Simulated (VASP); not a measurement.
Wanted: the native input for a VASP 6.6.1 run.

```yaml
Task: electric field gradients
Functional: PBE
Potentials_or_basis: VASP PAW PBE potentials, release 64 (Cs_sv, Cd, P, O)
Cutoff: 520 eV
k_mesh: 3 × 4 × 3
Occupations: fermi-dirac, width 0.02 eV
Spin: no spin polarisation
Dipole_correction: no
Further_INCAR_settings: LREAL = Auto; ALGO = Normal; EDIFF = 1e-08; NBANDS = 120
```

The structure of CsCdPO4 lies in POSCAR:

```
CsCdPO4
1.0
    9.0589000000      0.0000000000      0.0000000000
    0.0000000000      5.6406000000      0.0000000000
   -0.0403007454      0.0000000000      9.4633141874
Cs Cd P O
4 4 4 16
Direct
    0.1775300000      0.8859900000      0.0141300000
    0.8224700000      0.3859900000      0.9858700000
    0.3226600000      0.9272000000      0.5135700000
    0.6773400000      0.4272000000      0.4864300000
    0.0737400000      0.4384400000      0.3412800000
    0.9262600000      0.9384400000      0.6587200000
    0.5964100000      0.8780200000      0.1632700000
    0.4035900000      0.3780200000      0.8367300000
    0.6014000000      0.8789000000      0.8111000000
    0.3986000000      0.3789000000      0.1889000000
    0.9176000000      0.9023000000      0.3071000000
    0.0824000000      0.4023000000      0.6929000000
    0.9394000000      0.6853000000      0.2102000000
    0.0606000000      0.1853000000      0.7898000000
    0.4213000000      0.1147000000      0.2248000000
    0.5787000000      0.6147000000      0.7752000000
    0.6844000000      0.9028000000      0.9540000000
    0.3156000000      0.4028000000      0.0460000000
    0.4491000000      0.0058000000      0.8159000000
    0.5509000000      0.5058000000      0.1841000000
    0.9911000000      0.1196000000      0.2402000000
    0.0089000000      0.6196000000      0.7598000000
    0.9940000000      0.8322000000      0.4475000000
    0.0060000000      0.3322000000      0.5525000000
    0.7524000000      0.9476000000      0.3328000000
    0.2476000000      0.4476000000      0.6672000000
    0.6948000000      0.9909000000      0.6932000000
    0.3052000000      0.4909000000      0.3068000000
```

One way to write it, as run:

INCAR

```
ALGO     = Normal         # electronic algorithm
EDIFF    = 1E-8           # SCF threshold, eV
ENCUT    = 520            # plane-wave cutoff, eV
GGA      = PE             # functional
ISIF     = 2              # what is computed and relaxed
ISMEAR   = -1             # smearing method
LASPH    = True           # aspherical terms in the spheres
LCHARG   = False          # write CHGCAR
LEFG     = True         
LREAL    = Auto         
LWAVE    = False          # write WAVECAR
NBANDS   = 120            # bands
NELM     = 100            # most SCF steps
PREC     = Accurate       # precision mode
SIGMA    = 0.02           # smearing width, eV
```

KPOINTS

```
k-points
0
Gamma
  3 4 3
```

Potentials or basis: VASP PAW PBE potentials, release 64 (Cs_sv, Cd, P, O).

Command:

```bash
$ cat potpaw_PBE.64/Cs_sv/POTCAR potpaw_PBE.64/Cd/POTCAR potpaw_PBE.64/P/POTCAR potpaw_PBE.64/O/POTCAR > POTCAR
$ mpirun -np 1 vasp_std > vasp.out
```

Results of the run:

```json
{"Pressure": "5.3 GPa", "Largest force": "0.762 eV/Å", "Band gap on the k mesh": "3.15 eV, indirect (least direct gap 3.18 eV)"}
```

Caveat: without QUAD_EFG the Cq values of the log hold for a quadrupole moment of 1 mb, not for the nuclei; spin-orbit coupling is left out, which moves the levels of the heavy elements.

It took 21 min on 1 thread of Intel(R) Xeon(R) 6975P-C (Granite Rapids), on a shared host, peak memory 0.81 GiB.
